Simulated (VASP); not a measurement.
# C (P-31m) in VASP: a series of runs

Runs on C. Level: PBE. Tasks: single point, relaxation of cell and atoms.

All numbers are computed with VASP 6.6.1; they aren't measurements. Logs are shortened: lines on timing, memory, paths and dates and some standing lists are left out, and cuts for length are marked.

### Step 1. The cell of the first run

The structure is trigonal, space group P-31m (No. 162). The conventional cell has a = 5.852 Å, b = 5.852 Å, c = 2.216 Å, α = 90.00°, β = 90.00°, γ = 120.00°. Within 1.9 Å of C (site symmetry 1) lie 5 C at 1.35 to 1.83 Å.

The cell was built from a structure type or drawn by symmetry, and may not be a known phase.

### Step 2. Single point, PBE

INCAR

```
SYSTEM = C
PREC = Accurate
ENCUT = 520
EDIFF = 1E-7
ISMEAR = 0
SIGMA = 0.1
LREAL = .False.
LASPH = .True.
NELM = 80
ALGO = Normal
ISIF = 2
LWAVE = .False.
LCHARG = .False.
GGA = PE
NBANDS = 36
```

KPOINTS

```
Automatic mesh
0
Gamma
  3 3 8
  0 0 0
```

POSCAR

```
C
1.0
    5.8515511100      0.0000000000      0.0000000000
   -2.9257755500      5.0675919100      0.0000000000
    0.0000000000      0.0000000000      2.2163287200
C
12
Direct
    0.8502730400      0.5388260200      0.7830020200
    0.6885529800      0.5388260200      0.2169979800
    0.3114470200      0.8502730400      0.2169979800
    0.6885529800      0.1497269600      0.7830020200
    0.1497269600      0.6885529800      0.7830020200
    0.5388260200      0.6885529800      0.2169979800
    0.4611739800      0.1497269600      0.2169979800
    0.3114470200      0.4611739800      0.7830020200
    0.1497269600      0.4611739800      0.2169979800
    0.5388260200      0.8502730400      0.7830020200
    0.8502730400      0.3114470200      0.2169979800
    0.4611739800      0.3114470200      0.7830020200
```

Potentials or basis: VASP PAW PBE potentials, release 64 (C).

Launch:

```console
cat potpaw_PBE.64/C/POTCAR > POTCAR
mpirun -np 1 vasp_std > vasp.out
```

OUTCAR:

```text
SYSTEM = C
   PREC = Accurate
   ENCUT = 520
   EDIFF = 1E-7
   ISMEAR = 0
   LREAL = .False.
   LASPH = .True.
   NELM = 80
   ISIF = 2
   GGA = PE

 ion  position               nearest neighbor table
   1  0.850  0.539  0.783-   2 1.35   5 1.52   2 1.57  11 1.64  11 1.83   4 1.98  12 1.98
   2  0.689  0.539  0.217-   1 1.35   6 1.52   1 1.57  12 1.64  12 1.83  11 1.98   7 1.98
   3  0.311  0.850  0.217-   5 1.35   7 1.52   5 1.57  10 1.64  10 1.83   9 1.98   6 1.98
   4  0.689  0.150  0.783-  11 1.35  10 1.52  11 1.57   7 1.64   7 1.83   1 1.98  12 1.98
   5  0.150  0.689  0.783-   3 1.35   1 1.52   3 1.57   9 1.64   9 1.83   8 1.98  10 1.98
   6  0.539  0.689  0.217-  10 1.35   2 1.52  10 1.57   8 1.64   8 1.83   3 1.98   9 1.98
   7  0.461  0.150  0.217-  12 1.35   3 1.52  12 1.57   4 1.64   4 1.83   2 1.98  11 1.98
   8  0.311  0.461  0.783-   9 1.35  12 1.52   9 1.57   6 1.64   6 1.83   5 1.98  10 1.98
   9  0.150  0.461  0.217-   8 1.35  11 1.52   8 1.57   5 1.64   5 1.83   3 1.98   6 1.98
  10  0.539  0.850  0.783-   6 1.35   4 1.52   6 1.57   3 1.64   3 1.83   8 1.98   5 1.98
  11  0.850  0.311  0.217-   4 1.35   9 1.52   4 1.57   1 1.64   1 1.83   2 1.98   7 1.98
  12  0.461  0.311  0.783-   7 1.35   8 1.52   7 1.57   2 1.64   2 1.83   4 1.98   1 1.98

  LATTYP: Found a hexagonal cell.
 ALAT       =     5.8515511100
 C/A-ratio  =     0.3787591834

  Lattice vectors:

 A1 = (   5.8515511100,   0.0000000000,   0.0000000000)
 A2 = (  -2.9257755500,   5.0675919100,   0.0000000000)
 A3 = (   0.0000000000,   0.0000000000,   2.2163287200)

Analysis of symmetry for initial positions (statically):
=====================================================================
 Subroutine PRICEL returns:
 Original cell was already a primitive cell.

 Routine SETGRP: Setting up the symmetry group for a
 hexagonal supercell.

 Subroutine GETGRP returns: Found 12 space group operations
 (whereof 12 operations were pure point group operations)
 out of a pool of 24 trial point group operations.

The static configuration has the point symmetry D_3d.

Analysis of symmetry for dynamics (positions and initial velocities):
=====================================================================
 Subroutine PRICEL returns:
 Original cell was already a primitive cell.

 Routine SETGRP: Setting up the symmetry group for a
 hexagonal supercell.

 Subroutine GETGRP returns: Found 12 space group operations
 (whereof 12 operations were pure point group operations)
 out of a pool of 24 trial point group operations.

The dynamic configuration has the point symmetry D_3d.

 Subroutine INISYM returns: Found 12 space group operations
 (whereof 12 operations are pure point group operations),
 and found     1 'primitive' translations

----------------------------------------------------------------------------------------

                                     Primitive cell

  volume of cell :      65.7214

  direct lattice vectors                    reciprocal lattice vectors
     5.851551110  0.000000000  0.000000000     0.170894859  0.098666193  0.000000000
    -2.925775550  5.067591910  0.000000000     0.000000000  0.197332385  0.000000000
     0.000000000  0.000000000  2.216328720     0.000000000  0.000000000  0.451196608

  length of vectors
     5.851551110  5.851551105  2.216328720     0.197332385  0.197332385  0.451196608

  position of ions in fractional coordinates (direct lattice)
     0.850273040  0.538826020  0.783002020
     0.688552980  0.538826020  0.216997980
     0.311447020  0.850273040  0.216997980
     0.688552980  0.149726960  0.783002020
     0.149726960  0.688552980  0.783002020
     0.538826020  0.688552980  0.216997980
     0.461173980  0.149726960  0.216997980
     0.311447020  0.461173980  0.783002020
     0.149726960  0.461173980  0.216997980
     0.538826020  0.850273040  0.783002020
     0.850273040  0.311447020  0.216997980
     0.461173980  0.311447020  0.783002020

  ion indices of the primitive-cell ions
   primitive index   ion index
                 1           1
                 2           2
                 3           3
                 4           4
                 5           5
                 6           6
                 7           7
                 8           8
                 9           9
                10          10
                11          11
                12          12

----------------------------------------------------------------------------------------

 KPOINTS: Automatic mesh

Automatic generation of k-mesh.
 Grid dimensions read from file:
 generate k-points for:    3    3    8

 Generating k-lattice:

  Cartesian coordinates                     Fractional coordinates (reciprocal lattice)
     0.056964953  0.032888731  0.000000000     0.333333333  0.000000000  0.000000000
     0.000000000  0.065777462  0.000000000     0.000000000  0.333333333  0.000000000
[... 94 lines left out ...]
 cond. band min:      11.1775170844   @ k =  -0.3333  -0.3333   0.3750
 fundamental gap:      0.1261669241
 Fermi energy:        11.0642141442

 k-point     1 :       0.0000    0.0000    0.0000
  band No.  band energies     occupation
      1     -14.7794      2.00000
      2     -12.2541      2.00000
      3     -10.1033      2.00000
      4     -10.1033      2.00000
      5      -7.3669      2.00000
      6      -7.3669      2.00000
[... 28 lines left out ...]
     35      20.3442      0.00000
     36      20.3443      0.00000

 k-point     2 :       0.3333    0.0000    0.0000
  band No.  band energies     occupation
      1     -14.4523      2.00000
      2     -13.1886      2.00000
      3     -10.2912      2.00000
      4      -9.1563      2.00000
      5      -7.0707      2.00000
      6      -6.4933      2.00000
[... 28 lines left out ...]
     35      20.1279      0.00000
     36      20.3396      0.00000

 k-point     3 :       0.3333    0.3333    0.0000
  band No.  band energies     occupation
      1     -13.9177      2.00000
      2     -13.9177      2.00000
      3     -10.4998      2.00000
      4      -7.9198      2.00000
      5      -7.9198      2.00000
      6      -5.2577      2.00000
[... 28 lines left out ...]
     35      20.1299      0.00000
     36      20.1299      0.00000

 k-point     4 :       0.0000    0.0000    0.1250
  band No.  band energies     occupation
      1     -14.4063      2.00000
      2     -11.8883      2.00000
      3      -9.7438      2.00000
      4      -9.7438      2.00000
      5      -7.0374      2.00000
      6      -7.0374      2.00000
[... 28 lines left out ...]
     35      19.6509      0.00000
     36      21.0524      0.00000

 k-point     5 :       0.3333    0.0000    0.1250
  band No.  band energies     occupation
      1     -14.0800      2.00000
      2     -12.8195      2.00000
      3      -9.9321      2.00000
      4      -8.8047      2.00000
      5      -6.7383      2.00000
      6      -6.1730      2.00000
[... 421 lines left out ...]
 k-point    16 :       0.0000    0.0000    0.5000
  band No.  band energies     occupation
      1      -9.7153      2.00000
      2      -7.7122      2.00000
      3      -7.4480      2.00000
      4      -5.2650      2.00000
      5      -5.2650      2.00000
      6      -5.0280      2.00000
[... 28 lines left out ...]
     35      20.6960      0.00000
     36      20.6960      0.00000

 k-point    17 :       0.3333    0.0000    0.5000
  band No.  band energies     occupation
      1      -9.4136      2.00000
      2      -8.2594      2.00000
      3      -7.3785      2.00000
      4      -6.0865      2.00000
      5      -5.4341      2.00000
      6      -4.5461      2.00000
[... 28 lines left out ...]
     35      20.2628      0.00000
     36      20.5956      0.00000

 k-point    18 :       0.3333    0.3333    0.5000
  band No.  band energies     occupation
      1      -8.9220      2.00000
      2      -8.9220      2.00000
      3      -6.8322      2.00000
      4      -6.8322      2.00000
      5      -5.6473      2.00000
      6      -3.8542      2.00000
[... 28 lines left out ...]
     35      20.0991      0.00000
     36      20.5882      0.00000

------------------------ aborting loop because EDIFF is reached ----------------------------------------

  FORCE on cell =-STRESS in cart. coord.  units (eV):
  Direction    XX          YY          ZZ          XY          YZ          ZX
  --------------------------------------------------------------------------------------
  -------------------------------------------------------------------------------------
  Total       49.7550698     49.7550697     68.2489775      0.0000000      0.0000000      0.0000000
  in kB     1212.9450066   1212.9450053   1663.7954037      0.0000012      0.0000000      0.0000000
  external PRESSURE =    1363.2284719 kB  Pullay stress =       0.0000000 kB

 VOLUME and BASIS-vectors are now :
 -----------------------------------------------------------------------------
  energy-cutoff  :      520.00
  volume of cell :       65.72
      direct lattice vectors                 reciprocal lattice vectors
     5.851551110  0.000000000  0.000000000     0.170894859  0.098666193  0.000000000
    -2.925775550  5.067591910  0.000000000     0.000000000  0.197332385  0.000000000
     0.000000000  0.000000000  2.216328720     0.000000000  0.000000000  0.451196608

 POSITION                                       TOTAL-FORCE (eV/Angst)
 -----------------------------------------------------------------------------------
      3.39893      2.73055      1.73539        -0.159275      6.793138     -2.990447
      2.45262      2.73055      0.48094         0.159275      6.793138      2.990447
     -0.66526      4.30884      0.48094        -5.962667      3.258633      2.990447
      3.59104      0.75876      1.73539         5.962667     -3.258633     -2.990447
     -1.13842      3.48931      1.73539        -5.803393      3.534505     -2.990447
      1.13842      3.48931      0.48094         5.803393      3.534505      2.990447
      2.26052      0.75876      0.48094        -5.962667     -3.258633      2.990447
      0.47316      2.33704      1.73539        -0.159275     -6.793138     -2.990447
     -0.47316      2.33704      0.48094         0.159275     -6.793138      2.990447
      0.66526      4.30884      1.73539         5.962667      3.258633     -2.990447
      4.06419      1.57829      0.48094         5.803393     -3.534505      2.990447
      1.78736      1.57829      1.73539        -5.803393     -3.534505     -2.990447
 -----------------------------------------------------------------------------------
    total drift:                                0.000000      0.000000     -0.000000

  FREE ENERGIE OF THE ION-ELECTRON SYSTEM (eV)
  ---------------------------------------------------
  free  energy   TOTEN  =       -75.3380419628 eV

  energy  without entropy=      -75.3302689342  energy(sigma->0) =      -75.33415545
```

It took 18 s on 1 thread of Intel Xeon 6975P-C (Granite Rapids), shared host; peak memory 0.18 GiB.

What came out:

```yaml
Free_energy: -75.3380 eV
Pressure: 136.3 GPa
Largest_force: 7.424 eV/Å
Band_gap_on_the_k_mesh: zero (bands 24 and 25 overlap by 1.52 eV)
```

Forces in eV/Å, atoms in the order of the input:
```
C   -0.159  6.793 -2.990
C    0.159  6.793  2.990
C   -5.963  3.259  2.990
C    5.963 -3.259 -2.990
C   -5.803  3.535 -2.990
C    5.803  3.535  2.990
C   -5.963 -3.259  2.990
C   -0.159 -6.793 -2.990
C    0.159 -6.793  2.990
C    5.963  3.259 -2.990
C    5.803 -3.535  2.990
C   -5.803 -3.535 -2.990
```

Caveat: the k points lie up to 0.41 Å⁻¹ apart, too coarse for converged energies and pressures of a metal; forces of over 1 eV/Å act on the atoms, so gaps and moduli don't describe the material at rest.

### Step 3. Relaxation of cell and atoms, PBE

INCAR

```
ALGO = Normal
EDIFF = 1E-6
EDIFFG = -0.04
ENCUT = 600
GGA = PE
IBRION = 2
ISIF = 3
ISMEAR = 0
LASPH = T
LCHARG = F
LREAL = F
LWAVE = F
NELM = 80
NSW = 90
PREC = Accurate
SIGMA = 0.1
```

KPOINTS

```
k-points
0
Gamma
  3 3 8
```

POSCAR is that of step 2.

Potentials or basis: VASP PAW PBE potentials, release 64 (C).

Launch:

```console
cat potpaw_PBE.64/C/POTCAR > POTCAR
mpirun -np 1 vasp_std > vasp.out
```

Run time: 7 min. Hardware: 1 thread of Intel Xeon 6975P-C (Granite Rapids), shared host; peak memory 0.19 GiB.

It converged, with:

- Free energy: -104.7450 eV
- Relaxed volume: 9.25 Å³/atom
- Relaxed cell: a = 7.213 Å, b = 7.213 Å, c = 2.462 Å, α = 90.00°, β = 90.00°, γ = 120.00°
- Space group after relaxing (to 0.1 Å): P6_3/mcm (No. 193)
- Energy gained by relaxing: 2448.1 meV/atom
- Ionic steps: 37
- Pressure after relaxing: 0.1 GPa
- Largest force after relaxing: 0.027 eV/Å
- Band gap on the k mesh: 0.23 eV (least direct gap 0.30 eV)

Forces on the atoms (eV/Å):
```
C   -0.027  0.000 -0.003
C    0.027  0.000  0.003
C   -0.013 -0.023  0.003
C    0.013  0.023 -0.003
C    0.013  0.023 -0.003
C   -0.013  0.023  0.003
C   -0.013  0.023  0.003
C   -0.027  0.000 -0.003
C    0.027  0.000  0.003
C    0.013 -0.023 -0.003
C   -0.013 -0.023  0.003
C    0.013 -0.023 -0.003
```

Stress tensor (GPa, compression positive):
```
 0.29  0.00  0.00
 0.00  0.29  0.00
 0.00  0.00 -0.21
```

Step by step:
| step | energy change (eV) | largest force (eV/Å) | pressure (GPa) | volume (Å³) |
| --- | --- | --- | --- | --- |
| 1 | 0.0000 | 7.4227 | 135.69 | 65.72 |
| 2 | -11.5647 | 4.3347 | -49.90 | 120.30 |
| 3 | -15.4186 | 5.7389 | -31.42 | 92.80 |
| 4 | -21.6002 | 7.4825 | -10.38 | 95.58 |
| 5 | -23.5441 | 4.2032 | -25.47 | 94.77 |
| 6 | -22.5914 | 9.9603 | 81.12 | 81.99 |
| 7 | -27.1652 | 3.4372 | 11.69 | 87.88 |
| 8 | -23.6202 | 10.1891 | 29.51 | 90.85 |
| 9 | -28.2006 | 0.8933 | 9.65 | 88.94 |
| 10 | -28.2062 | 0.6948 | 9.53 | 88.86 |
| 11 | -28.5526 | 1.0148 | 1.77 | 93.00 |
| 12 | -28.5643 | 1.2414 | 0.27 | 93.98 |
| 13 | -28.8080 | 0.7859 | -1.15 | 96.48 |
| 14 | -28.8670 | 0.9611 | -1.64 | 98.20 |
| 15 | -29.0930 | 0.6166 | -0.55 | 99.90 |
| 16 | -29.1565 | 0.8604 | 0.77 | 101.28 |
| 17 | -29.2633 | 0.3498 | 3.08 | 103.20 |
| 18 | -29.2645 | 0.2622 | 2.83 | 103.03 |
| 19 | -29.3051 | 0.3735 | 1.54 | 104.83 |
| 20 | -29.3085 | 0.5211 | 1.13 | 105.48 |
| 21 | -29.3389 | 0.2375 | -0.37 | 106.98 |
| 22 | -29.3429 | 0.2412 | -1.10 | 107.76 |
| 23 | -29.3517 | 0.1781 | -0.52 | 107.97 |
| 24 | -29.3536 | 0.2546 | -0.08 | 108.13 |
| 25 | -29.3611 | 0.1327 | 0.79 | 108.30 |
| 26 | -29.3623 | 0.1454 | 1.30 | 108.40 |
| 27 | -29.3669 | 0.0770 | 0.87 | 108.87 |
| 28 | -29.3674 | 0.1245 | 0.68 | 109.09 |
| 29 | -29.3701 | 0.0724 | -0.04 | 109.62 |
| 30 | -29.3704 | 0.1004 | -0.38 | 109.86 |
| 31 | -29.3729 | 0.0717 | -0.41 | 110.20 |
| 32 | -29.3734 | 0.1120 | -0.44 | 110.48 |
| 33 | -29.3751 | 0.0634 | 0.06 | 110.60 |
| 34 | -29.3752 | 0.0685 | 0.18 | 110.63 |
| 35 | -29.3762 | 0.0508 | 0.28 | 110.76 |
| 36 | -29.3762 | 0.0604 | 0.29 | 110.78 |
| 37 | -29.3768 | 0.0270 | 0.12 | 110.95 |

Final structure:
```
CELL_PARAMETERS angstrom
7.21345 0.00000 0.00000
-3.60673 6.24703 0.00000
0.00000 0.00000 2.46211
ATOMIC_POSITIONS crystal
C 0.88449 0.66804 0.75002
C 0.78354 0.66804 0.24998
C 0.21646 0.88449 0.24998
C 0.78354 0.11551 0.75002
C 0.11551 0.78354 0.75002
C 0.66804 0.78354 0.24998
C 0.33196 0.11551 0.24998
C 0.21646 0.33196 0.75002
C 0.11551 0.33196 0.24998
C 0.66804 0.88449 0.75002
C 0.88449 0.21646 0.24998
C 0.33196 0.21646 0.75002
```

Levels at points of the mesh, in eV from the valence-band top:
```tsv
k point	band 20	band 21	band 22	band 23	band 24	band 25	band 26	band 27	band 28	band 29
(0.00, 0.00, 0.00)	-4.22	-4.22	-3.65	-3.26	-2.31	2.31	3.73	3.73	3.97	4.02
(0.00, 0.00, 0.50)	-3.77	-2.45	-2.45	-2.45	-2.45	1.12	1.12	1.12	1.12	1.91
```

Caveat: the volume moved by over 15 % at a fixed basis, so the end points are rough; an odd mesh through Γ misses points on the zone boundary, where band edges can lie.

### Step 4. Single point, PBE, collinear spin

INCAR

```
SYSTEM = C
PREC = Accurate
ENCUT = 520
EDIFF = 1E-7
ISMEAR = 0
SIGMA = 0.1
LREAL = .False.
LASPH = .True.
NELM = 150
ALGO = Normal
ISIF = 2
LWAVE = .False.
LCHARG = .True.
ISPIN = 2
MAGMOM = 1 1 1 1 1 1 1 1 1 1 1 1
LORBIT = 11
GGA = PE
LELF = .True.
LVHAR = .True.
NBANDS = 40
```

KPOINTS

```
regular mesh
0
Gamma
  3 3 8
  0 0 0
```

POSCAR is that of step 3.

Launch:

```console
cat potpaw_PBE.64/C/POTCAR > POTCAR
mpirun -np 1 vasp_std > vasp.out
```

Run time: 50 s. Hardware: 1 thread of Intel Xeon 6975P-C (Granite Rapids), shared host; peak memory 0.23 GiB.

It converged, with:

```yaml
Free_energy: -75.3380 eV
Pressure: 136.3 GPa
Largest_force: 7.424 eV/Å
Band_gap_on_the_k_mesh: zero (filled and empty bands overlap)
Net_moment: 0.00 μB per cell
Valence_electrons_inside_the_program's_atomic_spheres: C 2.70
```

Forces on the atoms (eV/Å):
```
C   -0.159  6.793 -2.990
C    0.159  6.793  2.990
C   -5.963  3.259  2.990
C    5.963 -3.259 -2.990
C   -5.803  3.534 -2.990
C    5.803  3.534  2.990
C   -5.963 -3.259  2.990
C   -0.159 -6.793 -2.990
C    0.159 -6.793  2.990
C    5.963  3.259 -2.990
C    5.803 -3.534  2.990
C   -5.803 -3.534 -2.990
```

Stress tensor (GPa, compression positive):
```
121.29   0.00   0.00
  0.00 121.29   0.00
  0.00   0.00 166.38
```

Levels at points of the mesh, in eV from the Fermi level:
Spin up:
| k point | band 21 | band 22 | band 23 | band 24 | band 25 | band 26 | band 27 | band 28 |
| --- | --- | --- | --- | --- | --- | --- | --- | --- |
| (0.00, 0.00, 0.00) | -1.91 | -1.91 | -0.44 | -0.44 | 3.81 | 3.81 | 3.92 | 5.16 |
| (0.00, 0.00, 0.50) | -1.94 | -1.88 | -1.88 | -1.72 | -1.41 | 2.02 | 2.02 | 2.26 |
Spin down:
```
           k point  band 20  band 21  band 22  band 23  band 24  band 25  band 26  band 27  band 28  band 29
(0.00, 0.00, 0.00)    -2.68    -1.91    -1.91    -0.44    -0.44     3.81     3.81     3.92     5.16     5.26
(0.00, 0.00, 0.50)    -1.94    -1.94    -1.88    -1.88    -1.72    -1.41     2.02     2.02     2.26     2.69
```

Caveat: the k points lie up to 0.41 Å⁻¹ apart, too coarse for converged energies and pressures of a metal; forces of over 1 eV/Å act on the atoms, so gaps and moduli don't describe the material at rest.

### Step 5. Overview

```csv
task,spin,cell,cutoff (eV),gap on the mesh (eV),pressure (GPa),largest force (eV/Å)
single point,off,as given,520,none,136.3,7.42
relaxation of cell and atoms,off,relaxed,600,0.23,0.1,0.03
single point,collinear,as given,520,none,136.3,7.42
```

Alike in all rows: level PBE; potentials or basis VASP PAW PBE potentials, release 64 (C); k mesh 3 × 3 × 8; smearing gaussian 0.1 eV.

Caveats: some runs use coarse meshes; forces of over 1 eV/Å act on the atoms, so gaps and moduli don't describe the material at rest (at least some runs); the volume moved by over 15 % at a fixed basis, so the end points are rough (at least some runs); an odd mesh through Γ misses points on the zone boundary, where band edges can lie (at least some runs).

Absolute energies hang on the potentials; compare differences alone.
